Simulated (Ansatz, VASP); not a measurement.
**MnO in VASP and in Ansatz**

INCAR

```
SYSTEM = MnO
PREC = Accurate ; ENCUT = 520
EDIFF = 1E-6 ; ISMEAR = 1
SIGMA = 0.05 ; LREAL = .FALSE.
LASPH = .TRUE. ; NELM = 150
ALGO = Normal ; ISIF = 2
LWAVE = .FALSE. ; LCHARG = .FALSE.
ISPIN = 2 ; MAGMOM = 2.8 0
LORBIT = 11 ; LMAXMIX = 4
LDAU = .TRUE. ; LDAUTYPE = 2
LDAUL = 2 -1 ; LDAUU = 3 0
LDAUJ = 0 0 ; LDAUPRINT = 1
GGA = CA ; NBANDS = 20
```

Contents of KPOINTS:

```
Automatic mesh
0
G
  6 6 6
  0 0 0
```

File POSCAR:

```
MnO
1.0
    0.0000000000      2.2230000000      2.2230000000
    2.2230000000      0.0000000000      2.2230000000
    2.2230000000      2.2230000000      0.0000000000
Mn O
1 1
Direct
    0.9911200000      0.9884300000      0.0357900000
    0.4676446064      0.5053853936      0.5363246064
```

Input for Ansatz:

```yaml
crystal:
  lattice:
    - [0.0, 2.223, 2.223]
    - [2.223, 0.0, 2.223]
    - [2.223, 2.223, 0.0]
  atoms:
    - { symbol: Mn, position: [0.99112, 0.98843, 0.03579], spin: 2.8 }
    - { symbol: O, position: [0.4676446063877643, 0.5053853936122358, 0.5363246063877642] }
basis:
  ecutwfc: 540.0
  xc_grid: 2
kpoints:
  mp_grid:
    grid: [6, 6, 6]
hamiltonian:
  xc: lda
  hubbard:
    - { species: Mn, l: d, u_eff: 3.0 }
magnetization:
  spin_polarized: true
scf:
  convergence:
    dr2_threshold: 1.0e-09
  occupations:
    method: cold
    width: 0.05
output:
  forces: true
  stress: true
```

Alike in both runs: task single point; functional LDA; k mesh 6 × 6 × 6; collinear spin; Hubbard terms Mn d U = 3.0 eV.

|  | VASP | Ansatz |
| --- | --- | --- |
| version | VASP 6.6.1 | Ansatz 0.2.0 |
| potentials or method | VASP PAW LDA potentials, release 64 (Mn_pv, O), cutoff 520 eV | plane waves, PAW |
| occupations | methfessel-paxton of order 1, width 0.05 eV | cold, width 0.05 eV |
| valence electrons in the cell | 19 | 21 |

Ansatz gave:

```
pressure (GPa)                                                : -4.2
traceless stress, the component that is largest in VASP (GPa) : 0.25
rms of the force components (eV/Å)                            : 0.094
net moment per atom (μB)                                      : 2.50
size of the moment on the site where the two differ most (μB) : 4.19
```

Q: What did VASP give for the same quantities?

A: Pressure (GPa): -5.4; traceless stress, the component that is largest in VASP (GPa): 0.23; rms of the force components (eV/Å): 0.107; net moment per atom (μB): 2.50; size of the moment on the site where the two differ most (μB): 4.55.

LDA's correlation is that of Perdew and Zunger in VASP and of Perdew and Wang (1992) in Ansatz. Site moments also hang on the region over which each program counts them. The programs project onto different local orbitals, so the same U acts differently, and such runs can settle in different states. Atom by atom the forces differ by 0.012 eV/Å (rms over components). VASP's potentials hold 19 valence electrons a cell and Ansatz's 21, so a difference there can come from the potentials and not from the codes. Ansatz's warnings: filled band counts differ across k points, stability check not made, stress scf threshold loose.

The k mesh is coarse, so the values compare programs but aren't converged.
